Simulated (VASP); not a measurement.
A run of VASP 6.6.1 is set up as follows.

The input INCAR:

```
SYSTEM = InAs3
PREC = Accurate ; ENCUT = 520
EDIFF = 1E-6 ; ISMEAR = 0
SIGMA = 0.1 ; LREAL = .False.
LASPH = .True. ; NELM = 80
ALGO = Normal ; ISIF = 2
LWAVE = .False. ; LCHARG = .False.
GGA = PE ; NBANDS = 22
```

The input KPOINTS:

```
Automatic mesh
0
Gamma
  4 4 4
  0 0 0
```

POSCAR

```
InAs3
1.0
    4.3737313918      0.0000000000      0.0000000000
    0.0000000000      4.3737313918      0.0000000000
    0.0000000000      0.0000000000      4.3287755377
In As
1 3
Direct
    0.0000000000      0.0000000000      0.0000000000
    0.0000000000      0.5000000000      0.5000000000
    0.5000000000      0.0000000000      0.5000000000
    0.5000000000      0.5000000000      0.0000000000
```

Potentials or basis: VASP PAW PBE potentials, release 64 (In_d, As).

The run is started by

```bash
$ cat potpaw_PBE.64/In_d/POTCAR potpaw_PBE.64/As/POTCAR > POTCAR
$ mpirun -np 1 vasp_std > vasp.out
```

(1) Predict the pressure.

(2) What does it give for the band gap on the k mesh?

Results:

(1) 2.4 GPa.

(2) zero (bands 14 and 15 overlap by 4.66 eV).

Caveat: the k points lie up to 0.36 Å⁻¹ apart, too coarse for converged energies and pressures of a metal; spin-orbit coupling is left out, which moves the levels of the heavy elements.
